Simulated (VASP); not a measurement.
Here is a VASP 6.6.1 calculation.

File INCAR:

```
PREC = Accurate
ENCUT = 520
EDIFF = 1E-6
ISMEAR = 0
SIGMA = 0.1
LREAL = False
LASPH = True
NELM = 60
ALGO = Normal
ISIF = 2
LWAVE = False
LCHARG = True
GGA = PE
LELF = True
LVHAR = True
NBANDS = 20
```

KPOINTS

```
regular mesh
0
Gamma
  6 6 8
```

The input POSCAR:

```
Li3H8
1.0
    5.8517224859      0.0000000000      0.0000000000
   -2.9258612430      5.0677403287      0.0000000000
    0.0000000000      0.0000000000      5.6290912478
Li H
3 8
Direct
    0.4726807501      0.5273192499      0.5000000000
    0.4726807501      0.9453615001      0.5000000000
    0.0546384999      0.5273192499      0.5000000000
    0.7657247973      0.6606242563      0.0000000000
    0.3393757437      0.1051005411      0.0000000000
    0.8948994589      0.2342752027      0.0000000000
    0.3393757437      0.2342752027      0.0000000000
    0.8948994589      0.6606242563      0.0000000000
    0.7657247973      0.1051005411      0.0000000000
    0.3333333333      0.6666666667      0.7098624280
    0.3333333333      0.6666666667      0.2901375720
```

Potentials or basis: VASP PAW PBE potentials, release 64 (Li_sv, H).

The run is started by

```bash
$ cat potpaw_PBE.64/Li_sv/POTCAR potpaw_PBE.64/H/POTCAR > POTCAR
$ mpirun -np 1 vasp_std > vasp.out
```

Task: What does it give for the largest force?

Result: 0.016 eV/Å.

Task: Estimate the band gap on the k mesh.

Result: Zero (an odd number of electrons rules out a gap without spin polarisation).

Forces in eV/Å, atoms in the order of the input:
```
Li   0.014 -0.008  0.000
Li   0.000  0.016  0.000
Li  -0.014 -0.008  0.000
H    0.010  0.000  0.000
H   -0.005  0.008  0.000
H   -0.005 -0.008  0.000
H    0.005 -0.008  0.000
H   -0.010  0.000  0.000
H    0.005  0.008  0.000
H    0.000  0.000 -0.001
H    0.000  0.000  0.001
```
